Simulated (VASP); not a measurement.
Set up this calculation in VASP 6.6.1, as the native input.

| Property | Result |
| --- | --- |
| Task | relaxation of cell and atoms |
| Functional | PBEsol |
| Potentials or basis | VASP PAW PBE potentials, release 64 (Co) |
| Cutoff | 600 eV |
| k mesh | 12 × 12 × 7 |
| Occupations | fermi-dirac, width 0.05 eV |
| Spin | collinear spin, ferromagnetic start |
| Starting moments | [2.0, 2.0] μB |
| Dipole correction | no |
| Further INCAR settings | ALGO = Normal; EDIFF = 1e-07; IBRION = 2; EDIFFG = -0.01; NSW = 60; ISIF = 3 |

The structure of Co lies in POSCAR:

```
Co
1.0
    2.4873648738      0.0000000000      0.0000000000
   -1.2436824369      2.1541211692      0.0000000000
    0.0000000000      0.0000000000      4.0632895034
Co
2
Direct
    0.3333333333      0.6666666667      0.7401390000
    0.6666666667      0.3333333333      0.2598610000
```

One way to write it, as run:

INCAR

```
PREC = Accurate
ENCUT = 600
EDIFF = 1E-7
ISMEAR = -1
SIGMA = 0.05
LREAL = False
LASPH = True
NELM = 150
ALGO = Normal
ISIF = 3
LWAVE = False
LCHARG = False
ISPIN = 2
MAGMOM = 2 2
LORBIT = 11
LMAXMIX = 4
GGA = PS
IBRION = 2
NSW = 60
EDIFFG = -0.01
```

KPOINTS

```
regular mesh
0
Gamma
  12 12 7
```

Potentials or basis: VASP PAW PBE potentials, release 64 (Co).

The run is started by

```console
$ cat potpaw_PBE.64/Co/POTCAR > POTCAR
$ mpirun -np 1 vasp_std > vasp.out
```

It gave:

```yaml
Relaxed_volume: 10.32 Å³/atom
Relaxed_cell: a = 2.454 Å, b = 2.454 Å, c = 3.958 Å, α = 90.00°, β = 90.00°, γ = 120.00°
Space_group_after_relaxing_to_0.1_Å: P6_3/mmc (No. 194)
Energy_gained_by_relaxing: 29.6 meV/atom
Ionic_steps: 7
Pressure_after_relaxing: 0.0 GPa
Largest_force_after_relaxing: 0.004 eV/Å
Net_moment: 3.10 μB per cell
Site_moments: Co +1.56 μB
Valence_electrons_inside_the_program's_atomic_spheres: Co 8.37
```

Caveat: the PAW data sets were made with another functional, which shifts forces and pressure a little.

It took 11 min on 1 thread of Intel Xeon 8259CL (shared host), peak memory 0.2 GiB.
